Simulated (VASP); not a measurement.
# BeH2 (I-42d) in VASP: single point with r2SCAN

Aim: the single point of BeH2 with r2SCAN.

Everything below comes from runs of VASP 6.6.1. Logs are shortened: lines on timing, memory, paths and dates and some standing lists are left out, and cuts for length are marked.

## Step 1: The cell of the first run

The structure is tetragonal, space group I-42d (No. 122). Conventional cell: a = 4.040 Å, b = 4.040 Å, c = 6.072 Å, α = 90.00°, β = 90.00°, γ = 90.00°. Within 1.9 Å of Be (site symmetry -4) lie 4 H at 1.43 Å. Within 1.9 Å of H (site symmetry 2) lie 2 Be at 1.43 Å.

## Step 2: Single point, r2SCAN

POSCAR

```
BeH2
1.0
   -2.0200998545      2.0200998545      3.0358960333
    2.0200998545     -2.0200998545      3.0358960333
    2.0200998545      2.0200998545     -3.0358960333
Be H
2 4
Direct
    0.7500000000      0.2500000000      0.5000000000
    0.0000000000      0.0000000000      0.0000000000
    0.0410067346      0.1250000000      0.4160067346
    0.3750000000      0.9589932654      0.0839932654
    0.8750000000      0.2910067346      0.9160067346
    0.7089932654      0.6250000000      0.5839932654
```

INCAR.step1

```
PREC = Accurate
ENCUT = 520
ISMEAR = 0
SIGMA = 0.02
LREAL = False
LASPH = True
NELM = 100
NBANDS = 13
GGA = PE
ALGO = Normal
EDIFF = 1E-4
LWAVE = True
LCHARG = False
```

INCAR.step2

```
PREC = Accurate
ENCUT = 520
EDIFF = 1E-6
ISMEAR = 0
SIGMA = 0.02
LREAL = False
LASPH = True
NELM = 100
ALGO = Normal
ISIF = 2
LWAVE = False
LCHARG = False
METAGGA = R2SCAN
LMIXTAU = True
NBANDS = 13
ISTART = 1
```

KPOINTS

```
Automatic mesh
0
Gamma
  8 8 8
```

Potentials or basis: VASP PAW PBE potentials, release 64 (Be, H).

Command:

```sh
> cat potpaw_PBE.64/Be/POTCAR potpaw_PBE.64/H/POTCAR > POTCAR
> cp INCAR.step1 INCAR
> mpirun -np 1 vasp_std > vasp.out
> cp INCAR.step2 INCAR
> mpirun -np 1 vasp_std > vasp.out
```

OUTCAR:

```text
PREC = Accurate
   ENCUT = 520
   EDIFF = 1E-6
   ISMEAR = 0
   LREAL = False
   LASPH = True
   NELM = 100
   ISIF = 2
   METAGGA = R2SCAN
   ISTART = 1

 ion  position               nearest neighbor table
   1  0.750  0.250  0.500-   3 1.43   4 1.43   5 1.43   6 1.43
   2  0.000  0.000  0.000-   3 1.43   4 1.43   5 1.43   6 1.43
   3  0.041  0.125  0.416-   1 1.43   2 1.43
   4  0.375  0.959  0.084-   1 1.43   2 1.43
   5  0.875  0.291  0.916-   1 1.43   2 1.43
   6  0.709  0.625  0.584-   1 1.43   2 1.43

  LATTYP: Found a body centered tetragonal cell.
 ALAT       =     4.0401997090
 C/A-ratio  =     1.5028445384

  Lattice vectors:

 A1 = (  -2.0200998545,   2.0200998545,   3.0358960333)
 A2 = (   2.0200998545,  -2.0200998545,   3.0358960333)
 A3 = (   2.0200998545,   2.0200998545,  -3.0358960333)

Analysis of symmetry for initial positions (statically):
=====================================================================
 Subroutine PRICEL returns:
 Original cell was already a primitive cell.

 Routine SETGRP: Setting up the symmetry group for a
 body centered tetragonal supercell.

 Subroutine GETGRP returns: Found  8 space group operations
 (whereof  4 operations were pure point group operations)
 out of a pool of 16 trial point group operations.

The static configuration has the point symmetry S_4 .
 The point group associated with its full space group is D_2d.

Analysis of symmetry for dynamics (positions and initial velocities):
=====================================================================
 Subroutine PRICEL returns:
 Original cell was already a primitive cell.

 Routine SETGRP: Setting up the symmetry group for a
 body centered tetragonal supercell.

 Subroutine GETGRP returns: Found  8 space group operations
 (whereof  4 operations were pure point group operations)
 out of a pool of 16 trial point group operations.

The dynamic configuration has the point symmetry S_4 .
 The point group associated with its full space group is D_2d.

 Subroutine INISYM returns: Found  8 space group operations
 (whereof  4 operations are pure point group operations),
 and found     1 'primitive' translations

----------------------------------------------------------------------------------------

                                     Primitive cell

  volume of cell :      49.5556

  direct lattice vectors                    reciprocal lattice vectors
    -2.020099855  2.020099855  3.035896033     0.000000000  0.247512517  0.164696022
     2.020099855 -2.020099855  3.035896033     0.247512517  0.000000000  0.164696022
     2.020099855  2.020099855 -3.035896033     0.247512517  0.247512517  0.000000000

  length of vectors
     4.168725413  4.168725413  4.168725413     0.297299892  0.297299892  0.350035559

  position of ions in fractional coordinates (direct lattice)
     0.750000000  0.250000000  0.500000000
     0.000000000  0.000000000  0.000000000
     0.041006735  0.125000000  0.416006735
     0.375000000  0.958993265  0.083993265
     0.875000000  0.291006735  0.916006735
     0.708993265  0.625000000  0.583993265

  ion indices of the primitive-cell ions
   primitive index   ion index
                 1           1
                 2           2
                 3           3
                 4           4
                 5           5
                 6           6

----------------------------------------------------------------------------------------

 KPOINTS: Automatic mesh

Automatic generation of k-mesh.
 Grid dimensions read from file:
 generate k-points for:    8    8    8

 Generating k-lattice:

  Cartesian coordinates                     Fractional coordinates (reciprocal lattice)
     0.000000000  0.030939065  0.020587003     0.125000000  0.000000000  0.000000000
     0.030939065  0.000000000  0.020587003     0.000000000  0.125000000  0.000000000
     0.030939065  0.030939065  0.000000000     0.000000000  0.000000000  0.125000000

  Length of vectors
     0.037162487  0.037162487  0.043754445

  Shift w.r.t. Gamma in fractional coordinates (k-lattice)
     0.000000000  0.000000000  0.000000000

 Subroutine IBZKPT returns following result:
 ===========================================

 Found     59 irreducible k-points:

 Following reciprocal coordinates:
            Coordinates               Weight
  0.000000  0.000000  0.000000      1.000000
  0.125000  0.000000  0.000000      8.000000
  0.250000  0.000000  0.000000      8.000000
  0.375000  0.000000  0.000000      8.000000
  0.500000  0.000000  0.000000      4.000000
  0.125000  0.125000  0.000000      8.000000
[... 16 lines left out ...]
  0.250000  0.125000  0.125000     16.000000
  0.375000  0.125000  0.125000      8.000000
 [... further k-points ...]
   k-points           NKPTS =     59   k-points in BZ     NKDIM =     59   number of bands    NBANDS=     13
   number of dos      NEDOS =    301   number of ions     NIONS =      6
   total plane-waves  NPLWV =  32768
   dimension x,y,z NGX =    32 NGY =   32 NGZ =   32
   dimension x,y,z NGXF=    64 NGYF=   64 NGZF=   64
   ions per type =               2   4
   NGX,Y,Z   is equivalent  to a cutoff of  12.76, 12.76, 12.76 a.u.
   NGXF,Y,Z  is equivalent  to a cutoff of  25.52, 25.52, 25.52 a.u.
 SYSTEM =  unknown system
   PREC   = accura    normal or accurate (medium, high low for compatibility)
   ISTART =      1    job   : 0-new  1-cont  2-samecut
   ICHARG =      0    charge: 1-file 2-atom 10-const
   ISPIN  =      1    spin polarized calculation?
   LNONCOLLINEAR =      F non collinear calculations
   LSORBIT =      F    spin-orbit coupling
   LASPH  =      T    aspherical Exc in radial PAW
   ENCUT  =  520.0 eV  38.22 Ry    6.18 a.u.   7.75  7.75  7.75*2*pi/ulx,y,z
   NELM   =    100;   NELMIN=  2; NELMDL=  0     # of ELM steps
   EDIFF  = 0.1E-05   stopping-criterion for ELM
   LREAL  =      F    real-space projection
   EDIFFG = 0.1E-04   stopping-criterion for IOM
   NSW    =      0    number of steps for IOM
   IBRION =     -1    ionic relax: 0-MD 1-quasi-New 2-CG
   NFREE  =      0    steps in history (QN), initial steepest desc. (CG)
   ISIF   =      2    stress and relaxation
   ISYM   =      2    0-nonsym 1-usesym 2-fastsym
   POTIM  = 0.5000    time-step for ionic-motion
   TEBEG  =    0.0;   TEEND  =   0.0 temperature during run
   PSTRESS=    0.0 pullay stress
   NELECT =       8.0000    total number of electrons
   NUPDOWN=      -1.0000    fix difference up-down
   EMIN   =  10.00;   EMAX   =-10.00  energy-range for DOS
   EFERMI =   0.00;   METHOD = LEGACY
   ISMEAR =     0;   SIGMA  =   0.02  broadening in eV -4-tet -1-fermi 0-gaus
   EFERMI_NEDOS =   21; number of points for ismear=-14 and -15
   IALGO  =     38    algorithm
   IMIX   =      4    mixing-type and parameters
     AMIX     =   0.40;   BMIX     =  1.00
     AMIX_MAG =   1.60;   BMIX_MAG =  1.00
  volume/ion in A,a.u.               =       8.26        55.74
  Fermi-wavevector in a.u.,A,eV,Ry     =   0.891403  1.684507 10.811174  0.794599
  Thomas-Fermi vector in A             =   2.013218
   LORBIT       =      0    0 simple, 1 ext, 2 COOP (PROOUT), +10 PAW based schemes
   METAGGA = R2SCAN    functional components
   LHFCALC =     F    Hartree Fock is set to
   AEXX    =    0.0000 exact exchange contribution
   IVDW    =     0    specifies the selected vdW correction
   LEPSILON=     F    determine dielectric tensor
   LRPA    =     F    only Hartree local field effects (RPA)
 non-spin polarized calculation
 Gauss-broadening in eV      SIGMA  =   0.02
  energy-cutoff  :      520.00
  volume of cell :       49.56
 maximum number of plane-waves:      1356
   NGX = 15   NGY = 15   NGZ = 15

 number of electron       8.0000000 magnetization

 Free energy of the ion-electron system (eV)
  ---------------------------------------------------
  ext. energy  EPLUGINS =         0.00000000
  ---------------------------------------------------
  free energy    TOTEN  =       -23.00796789 eV

  energy without entropy =      -23.00796789  energy(sigma->0) =      -23.00796789

 E-fermi :  -1.9309     XC(G=0):  -8.1608

 val. band max:       -2.0896455204   @ k =   0.0000   0.0000   0.0000
 cond. band min:       3.0921023980   @ k =  -0.3750   0.3750   0.0000
 fundamental gap:      5.1817479184
 Fermi energy:        -1.9308596806

 k-point     1 :       0.0000    0.0000    0.0000
  band No.  band energies     occupation
      1      -9.3150      2.00000
      2      -3.0444      2.00000
      3      -3.0444      2.00000
      4      -2.0896      2.00000
      5       4.7869      0.00000
      6       4.7869      0.00000
      7       5.6805      0.00000
      8       7.6413      0.00000
      9       8.5159      0.00000
     10       9.5298      0.00000
     11      11.4206      0.00000
     12      13.0839      0.00000
     13      13.0839      0.00000

 k-point     2 :       0.1250    0.0000    0.0000
  band No.  band energies     occupation
      1      -9.1593      2.00000
      2      -3.3158      2.00000
      3      -3.1581      2.00000
      4      -2.2607      2.00000
      5       4.6163      0.00000
      6       4.8723      0.00000
      7       6.0843      0.00000
      8       7.6513      0.00000
      9       8.5427      0.00000
     10       9.9440      0.00000
     11      10.8280      0.00000
     12      12.6096      0.00000
     13      13.6820      0.00000
[... 321 lines left out ...]
 k-point    23 :       0.2500    0.1250    0.1250
  band No.  band energies     occupation
      1      -7.6198      2.00000
      2      -5.1759      2.00000
      3      -4.0493      2.00000
      4      -3.2597      2.00000
      5       4.3533      0.00000
      6       4.9284      0.00000
      7       6.1849      0.00000
      8       8.5168      0.00000
      9       9.6356      0.00000
     10      11.3514      0.00000
     11      12.9505      0.00000
     12      13.4578      0.00000
     13      14.8632      0.00000

 k-point    24 :       0.3750    0.1250    0.1250
  band No.  band energies     occupation
      1      -7.0943      2.00000
      2      -5.8165      2.00000
      3      -4.0673      2.00000
      4      -3.4223      2.00000
      5       4.5230      0.00000
      6       4.7306      0.00000
      7       7.2324      0.00000
      8       7.7957      0.00000
      9       8.9369      0.00000
     10      12.5821      0.00000
     11      12.8577      0.00000
     12      13.2223      0.00000
     13      15.8233      0.00000

 [... further k-points ...]

------------------------ aborting loop because EDIFF is reached ----------------------------------------

  FORCE on cell =-STRESS in cart. coord.  units (eV):
  Direction    XX          YY          ZZ          XY          YZ          ZX
  --------------------------------------------------------------------------------------
  -------------------------------------------------------------------------------------
  Total       -0.2344984     -0.2344984     -0.1731673      0.0000000     -0.0000000      0.0000000
  in kB       -7.5815475     -7.5815475     -5.5986579      0.0000000     -0.0000000      0.0000000
  external PRESSURE =      -6.9205843 kB  Pullay stress =       0.0000000 kB

 VOLUME and BASIS-vectors are now :
 -----------------------------------------------------------------------------
  energy-cutoff  :      520.00
  volume of cell :       49.56
      direct lattice vectors                 reciprocal lattice vectors
    -2.020099855  2.020099855  3.035896033     0.000000000  0.247512517  0.164696022
     2.020099855 -2.020099855  3.035896033     0.247512517  0.000000000  0.164696022
     2.020099855  2.020099855 -3.035896033     0.247512517  0.247512517  0.000000000

 POSITION                                       TOTAL-FORCE (eV/Angst)
 -----------------------------------------------------------------------------------
     -0.00000      2.02010      1.51795        -0.000000     -0.000000      0.000000
      0.00000      0.00000      0.00000        -0.000000     -0.000000     -0.000000
      1.01005      0.67070     -0.75897        -0.000000     -0.017392     -0.000000
      1.34940     -1.01005      3.79487         0.017392     -0.000000      0.000000
      0.67070      3.03015      0.75897        -0.017392     -0.000000     -0.000000
      1.01005      1.34940      2.27692         0.000000      0.017392      0.000000
 -----------------------------------------------------------------------------------
    total drift:                               -0.000000     -0.000000     -0.000000

  FREE ENERGIE OF THE ION-ELECTRON SYSTEM (eV)
  ---------------------------------------------------
  free  energy   TOTEN  =       -23.0079678925 eV

  energy  without entropy=      -23.0079678925  energy(sigma->0) =      -23.00796789
```

It took 52 s on 1 thread of Intel Xeon Platinum 8488C (Sapphire Rapids), shared host; peak memory 0.19 GiB.

What came out:

```
Free energy            : -23.0080 eV
Pressure               : -0.7 GPa
Largest force          : 0.017 eV/Å
Band gap on the k mesh : 5.18 eV, indirect (least direct gap 6.40 eV)
```

Forces in eV/Å, atoms in the order of the input:
```
Be   0.000  0.000  0.000
Be   0.000  0.000  0.000
H    0.000 -0.017  0.000
H    0.017  0.000  0.000
H   -0.017  0.000  0.000
H    0.000  0.017  0.000
```

Stress tensor (GPa, compression positive):
```
-0.76  0.00  0.00
 0.00 -0.76  0.00
 0.00  0.00 -0.56
```

Caveat: the PAW data sets were made with another functional, which shifts forces and pressure a little.
